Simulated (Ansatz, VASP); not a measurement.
# Two plane-wave programs on Tl2ZnO2

```
Zn Tl O
1.0
     3.38596    0.00000    0.00000
    -1.69298    2.93233    0.00000
     0.00000    0.00000   10.45953
Zn Tl O
1 2 2
Direct
  0.66667 0.33333 0.65493
  0.00000 0.00000 0.02269
  0.33333 0.66667 0.32697
  0.66667 0.33333 0.17520
  0.00000 0.00000 0.65671
```

Alike in both runs: functional PBE; k mesh 6 × 6 × 2; occupations gaussian, width 0.1 eV; no spin polarisation.

Ansatz relaxed the structure, and its values are those at the end. VASP's run is a single point on that final structure, the one shown.

|  | VASP | Ansatz |
| --- | --- | --- |
| version | VASP 6.6.1 | Ansatz 0.2.0 |
| potentials or method | VASP PAW PBE potentials, release 64 (Zn, Tl_d, O), cutoff 520 eV | scalar-relativistic, plane waves, PAW |
| valence electrons in the cell | 50 | 50 |

```tsv
	VASP	Ansatz	Ansatz less VASP
gap on the k mesh at the Fermi level (eV)	0.40	0.41	+0.006
least direct gap on the mesh (eV)	0.57	0.57	0.000
pressure (GPa)	0.2	0.1	-0.16
rms of the force components (eV/Å)	0.011	0.007	-0.0044
```

With one functional, cell and mesh, what is left measures potentials, basis and numerics.

Spin-orbit coupling is off throughout.
